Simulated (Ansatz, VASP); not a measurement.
**One calculation of Ge2Br3, two programs**

```xyz
5
Lattice="4.4865 0.0000 0.0000 -2.2432 3.8854 0.0000 0.0000 0.0000 6.9802" Properties=species:S:1:pos:R:3 pbc="T T T"
Ge    0.0000    2.5903    1.7102
Ge    2.2432    1.2951    5.2701
Br    0.0000    0.0000    0.0000
Br    0.0000    2.5903    4.5022
Br    2.2432    1.2951    2.4780
```

Alike in both runs: task single point; functional PBE; k mesh 6 × 6 × 4; occupations gaussian, width 0.1 eV; no spin polarisation.

|  | VASP | Ansatz |
| --- | --- | --- |
| version | VASP 6.6.1 | Ansatz 0.2.0 |
| potentials or method | VASP PAW PBE potentials, release 64 (Ge_d, Br), cutoff 520 eV | scalar-relativistic, plane waves, PAW |
| valence electrons in the cell | 49 | 49 |

Ansatz gave:

```
gap on the k mesh at the Fermi level (eV)                     : none
pressure (GPa)                                                : 7.9
traceless stress, the component that is largest in VASP (GPa) : -0.95
rms of the force components (eV/Å)                            : 0.356
```

Problem. Which values does VASP return?

Solution. gap on the k mesh at the Fermi level (eV): none; pressure (GPa): 7.9; traceless stress, the component that is largest in VASP (GPa): -0.95; rms of the force components (eV/Å): 0.359.

Atom by atom the forces differ by 0.003 eV/Å (rms over components). A gap of «none» marks a metal or a gap that the smearing closes.
